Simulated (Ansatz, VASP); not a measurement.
# Two plane-wave programs on BiOs

```xyz
2
Lattice="0.0000 2.8144 2.8144 2.8144 0.0000 2.8144 2.8144 2.8144 0.0000" Properties=species:S:1:pos:R:3 pbc="T T T"
Os    2.8144    2.8144    2.8144
Bi    0.0000    0.0000    0.0000
```

Alike in both runs: task single point; functional PBE; k mesh 10 × 10 × 10; occupations gaussian, width 0.05 eV; no spin polarisation.

```csv
,VASP,Ansatz
version,VASP 6.6.1,Ansatz 0.2.0
potentials or method,"VASP PAW PBE potentials, release 64 (Os, Bi_d), cutoff 520 eV","scalar-relativistic, plane waves, PAW"
valence electrons in the cell,23,31
```

VASP gave:

| Quantity | Value |
| --- | --- |
| gap on the k mesh at the Fermi level (eV) | none |
| pressure (GPa) | -2.2 |

**Question.** Which values does Ansatz return?

**Answer.** gap on the k mesh at the Fermi level (eV): none; pressure (GPa): -2.3.

A gap of «none» marks a metal or a gap that the smearing closes. The functional is the same, so the differences come from potentials, cutoffs and numerics. VASP's potentials hold 23 valence electrons a cell and Ansatz's 31, so a difference there can come from the potentials and not from the codes.

Neither program's run includes spin-orbit coupling.
